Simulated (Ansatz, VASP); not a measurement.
**Two plane-wave programs on SiGe3**

```xyz
8
Lattice="4.0204 -0.0005 0.0006 -0.0005 4.0203 0.0003 0.0018 -0.0002 11.3197" Properties=species:S:1:pos:R:3 pbc="T T T"
Si    2.0106    2.0095    2.8304
Si    2.0112    2.0100    8.4902
Ge    0.0006    0.0004    5.6598
Ge   -0.0003   -0.0001    0.0000
Ge    2.0109   -0.0007    4.2080
Ge    2.0117   -0.0003    9.8679
Ge    0.0004    2.0099    1.4523
Ge    0.0010    2.0105    7.1121
```

Change from the starting cell: cell x2, atoms moved at random (sigma 0.15 Å) and cell strained at random (1.5 %), then relaxed without symmetry.

Alike in both runs: functional PBE; k mesh 6 × 6 × 2; occupations gaussian, width 0.2 eV; no spin polarisation.

Ansatz relaxed the structure, and its values are those at the end. VASP's run is a single point on that final structure, the one shown.

|  | VASP | Ansatz |
| --- | --- | --- |
| version | VASP 6.6.1 | Ansatz 0.2.0 |
| potentials or method | VASP PAW PBE potentials, release 64 (Si, Ge_d), cutoff 520 eV | scalar-relativistic, plane waves, PAW |
| valence electrons in the cell | 92 | 92 |

```tsv
	VASP	Ansatz	Ansatz less VASP
gap on the k mesh at the Fermi level (eV)	0.18	0.17	-0.003
least direct gap on the mesh (eV)	0.42	0.41	-0.004
pressure (GPa)	-0.1	0.0	+0.05
```

The functional is the same, so the differences come from potentials, cutoffs and numerics.
